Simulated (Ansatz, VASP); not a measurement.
**AlN: VASP beside Ansatz**

Contents of INCAR:

```
  PREC = Accurate
  ENCUT = 520
  EDIFF = 1E-6
  ISMEAR = -1
  SIGMA = 0.02
  LREAL = F
  LASPH = T
  NELM = 80
  ALGO = Normal
  ISIF = 2
  LWAVE = F
  LCHARG = F
  GGA = PE
  NBANDS = 26
```

File KPOINTS:

```
regular mesh
0
Gamma
  10 6 6
```

Contents of POSCAR:

```
AlN
1.0
   -1.5650789238      2.7107962138      0.0000000000
    0.0000000000      0.0000000000      5.0181095988
    4.6952367713      2.7107962138      0.0000000000
Al N
4 4
Direct
    0.5000000000      0.9972403060      0.1666666670
    0.0000000000      0.9972403060      0.6666666670
    0.0000000000      0.4972403060      0.3333333330
    0.5000000000      0.4972403060      0.8333333330
    0.5000000000      0.3787596940      0.1666666670
    0.0000000000      0.3787596940      0.6666666670
    0.0000000000      0.8787596940      0.3333333330
    0.5000000000      0.8787596940      0.8333333330
```

Input for Ansatz:

```yaml
crystal:
  lattice:
    - [-1.5650789238, 2.7107962138, 0.0]
    - [0.0, 0.0, 5.0181095988]
    - [4.6952367713, 2.7107962138, 0.0]
  atoms:
    - { symbol: Al, position: [0.5, 0.997240306, 0.166666667] }
    - { symbol: Al, position: [0.0, 0.997240306, 0.666666667] }
    - { symbol: Al, position: [0.0, 0.497240306, 0.333333333] }
    - { symbol: Al, position: [0.5, 0.497240306, 0.833333333] }
    - { symbol: "N", position: [0.5, 0.378759694, 0.166666667] }
    - { symbol: "N", position: [0.0, 0.378759694, 0.666666667] }
    - { symbol: "N", position: [0.0, 0.878759694, 0.333333333] }
    - { symbol: "N", position: [0.5, 0.878759694, 0.833333333] }
kpoints:
  mp_grid: { grid: [10, 6, 6] }
scf:
  occupations: { method: fermi_dirac, width: 0.02 }
hamiltonian:
  xc: pbe
  pseudopotentials: { kind: paw }
output:
  forces: true
  stress: true
  eigenvalues: true
```

Alike in both runs: task single point; functional PBE; k mesh 10 × 6 × 6; occupations fermi-dirac, width 0.02 eV; no spin polarisation.

|  | VASP | Ansatz |
| --- | --- | --- |
| version | VASP 6.6.1 | Ansatz 0.2.0 |
| potentials or method | VASP PAW PBE potentials, release 64 (Al, N) | PAW with Ansatz's default frozen-core files, scalar-relativistic |
| plane-wave cutoff (eV) | 520 | 420 |
| valence electrons in the cell | 32 | 32 |

|  | VASP | Ansatz | Ansatz less VASP |
| --- | --- | --- | --- |
| gap on the k mesh at the Fermi level (eV) | 4.04 | 4.03 | -0.009 |
| pressure (GPa) | -0.3 | 0.0 | +0.27 |

The functional is the same, so the differences come from potentials, cutoffs and numerics.
